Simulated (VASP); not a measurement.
Here is a VASP 6.6.1 calculation.

Contents of INCAR:

```
SYSTEM = Be3Cd2Te
  PREC = Accurate
  ENCUT = 520
  EDIFF = 1E-7
  ISMEAR = 0
  SIGMA = 0.1
  LREAL = .FALSE.
  LASPH = .TRUE.
  NELM = 80
  ALGO = Normal
  ISIF = 2
  LWAVE = .FALSE.
  LCHARG = .FALSE.
  GGA = PE
  NBANDS = 27
```

File KPOINTS:

```
Automatic mesh
0
G
  6 6 6
  0 0 0
```

The input POSCAR:

```
Be3Cd2Te
1.0
    2.6396583700      1.5240074700      4.2157044500
   -2.6396583700      1.5240074700      4.2157044500
    0.0000000000     -3.0480149400      4.2157044500
Be Cd Te
3 2 1
Direct
    0.0000000000      0.5000000000      0.0000000000
    0.5000000000      0.0000000000      0.0000000000
    0.0000000000      0.0000000000      0.5000000000
    0.6234436000      0.6234436000      0.6234436000
    0.3765564000      0.3765564000      0.3765564000
    0.0000000000      0.0000000000      0.0000000000
```

Potentials or basis: VASP PAW PBE potentials, release 64 (Be, Cd, Te).

The run is started by

```sh
$ cat potpaw_PBE.64/Be/POTCAR potpaw_PBE.64/Cd/POTCAR potpaw_PBE.64/Te/POTCAR > POTCAR
$ mpirun -np 1 vasp_std > vasp.out
```

(1) Estimate the pressure.

(2) Predict the largest force.

Answers

(1) 2.2 GPa.

(2) 0.389 eV/Å.
